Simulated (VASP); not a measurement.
# SiC8: single point with PBE+D3(BJ)

System: SiC8, a slab with vacuum.

```
C Si
1.0
     4.93134    0.00000    0.00000
    -2.46567    4.27066    0.00000
     0.00000    0.00000   17.30003
C Si
8 1
Direct
  0.33333 0.16667 0.23122
  0.33333 0.66667 0.23122
  0.83333 0.16667 0.23122
  0.83333 0.66667 0.23122
  0.16667 0.33333 0.23121
  0.16667 0.83333 0.23121
  0.66667 0.33333 0.23121
  0.66667 0.83333 0.23121
  0.41667 0.50000 0.42197
```

| Quantity | Value |
| --- | --- |
| Program | VASP 6.6.1 |
| Task | single point |
| Functional | PBE |
| Dispersion | D3(BJ) |
| Potentials or basis | VASP PAW PBE potentials, release 64 (C, Si) |
| Cutoff | 520 eV |
| k mesh | 6 × 6 × 1 |
| Occupations | gaussian, width 0.1 eV |
| Spin | collinear spin |
| Starting moments | [0.0, 0.0, 0.0, 0.0, 0.0, 0.0, 0.0, 0.0, 2.0] μB |
| Dipole correction | yes |
| Further INCAR settings | ALGO = Normal; EDIFF = 1e-06; NBANDS = 32 |

```
Largest force                                         : 0.083 eV/Å
Net moment                                            : 1.95 μB per cell
Site moments                                          : C +0.00, -0.00 (each value once); Si +0.55 μB
Valence electrons inside the program's atomic spheres : C 2.65; Si 1.50
Dispersion energy per atom                            : -0.108 eV
```

Forces in eV/Å, atoms in the order of the input:
```
C    0.033 -0.058  0.011
C   -0.047  0.052  0.044
C   -0.013 -0.017 -0.040
C    0.023 -0.003  0.011
C   -0.047 -0.052  0.044
C   -0.013  0.017 -0.040
C    0.023  0.003  0.011
C    0.033  0.058  0.011
Si   0.008  0.000 -0.050
```

Levels at points of the mesh, in eV from the Fermi level:
Spin up:
```csv
k point,band 15,band 16,band 17,band 18,band 19,band 20,band 21,band 22,band 23,band 24
"(0.00, 0.00, 0.00)",-2.44,-2.43,-2.37,-0.41,0.42,0.43,1.65,1.65,1.69,3.50
"(0.50, 0.00, 0.00)",-5.06,-2.81,-2.78,-0.90,-0.01,0.15,2.79,2.79,4.88,5.04
"(0.00, 0.50, 0.00)",-5.07,-2.81,-2.78,-0.90,-0.01,0.16,2.78,2.79,4.88,5.04
```
Spin down:
| k point | band 15 | band 16 | band 17 | band 18 | band 19 | band 20 |
| --- | --- | --- | --- | --- | --- | --- |
| (0.00, 0.00, 0.00) | -2.42 | -2.41 | -2.36 | 1.03 | 1.59 | 1.60 |
| (0.50, 0.00, 0.00) | -5.06 | -2.80 | -2.76 | 0.45 | 1.65 | 1.71 |
| (0.00, 0.50, 0.00) | -5.06 | -2.80 | -2.76 | 0.45 | 1.62 | 1.75 |

Wall time 6.3 min on 1 thread of AMD EPYC 9R45 96-Core Processor (Zen 5), on a shared host, peak memory 0.76 GiB.

Caveat: a moment this small can come from the mesh or the smearing.
